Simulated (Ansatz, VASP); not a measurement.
# One calculation of GaP, two programs

INCAR

```
SYSTEM = GaP
PREC = Accurate
ENCUT = 520
EDIFF = 1E-6
ISMEAR = 0
SIGMA = 0.05
LREAL = .False.
LASPH = .True.
NELM = 80
ALGO = Normal
ISIF = 2
LWAVE = .False.
LCHARG = .False.
GGA = PS
NBANDS = 16
```

Contents of KPOINTS:

```
Automatic mesh
0
Gamma
  8 8 8
  0 0 0
```

The input POSCAR:

```
GaP
1.0
    0.0000000000      2.6162400000      2.5072300000
    2.6162400000      0.0000000000      2.5072300000
    2.6162400000      2.6162400000      0.0000000000
Ga P
1 1
Direct
    0.0000000000      0.0000000000      0.0000000000
    0.7500000000      0.7500000000      0.7500000000
```

Input for Ansatz:

```yaml
crystal:
  lattice:
    - [0.0, 2.61624, 2.50723]
    - [2.61624, 0.0, 2.50723]
    - [2.61624, 2.61624, 0.0]
  atoms:
    - { symbol: Ga, position: [0.0, 0.0, 0.0] }
    - { symbol: P, position: [0.75, 0.75, 0.75] }
basis:
  ecutwfc: 420
kpoints:
  mp_grid: { grid: [8, 8, 8] }
hamiltonian:
  xc: pbesol
scf:
  occupations: { method: gaussian, width: 0.05 }
output:
  forces: true
  stress: true
  eigenvalues: true
```

Change from the starting cell: strain -0.040 along x and y, -0.080 along z, atoms carried along.

Alike in both runs: task single point; functional PBEsol; k mesh 8 × 8 × 8; occupations gaussian, width 0.05 eV; no spin polarisation.

|  | VASP | Ansatz |
| --- | --- | --- |
| version | VASP 6.6.1 | Ansatz 0.2.0 |
| potentials or method | VASP PAW PBE potentials, release 64 (Ga_d, P), cutoff 520 eV | scalar-relativistic, plane waves, PAW |
| valence electrons in the cell | 18 | 18 |

VASP gave:

```
gap on the k mesh at the Fermi level (eV)                     : 0.73
least direct gap on the mesh (eV)                             : 2.97
pressure (GPa)                                                : 18.8
traceless stress, the component that is largest in VASP (GPa) : 1.78
```

**Question.** Estimate Ansatz's values.

**Answer.** gap on the k mesh at the Fermi level (eV): 0.73; least direct gap on the mesh (eV): 2.95; pressure (GPa): 19.0; traceless stress, the component that is largest in VASP (GPa): 1.77.

VASP's potentials were made for PBE, not for PBEsol.
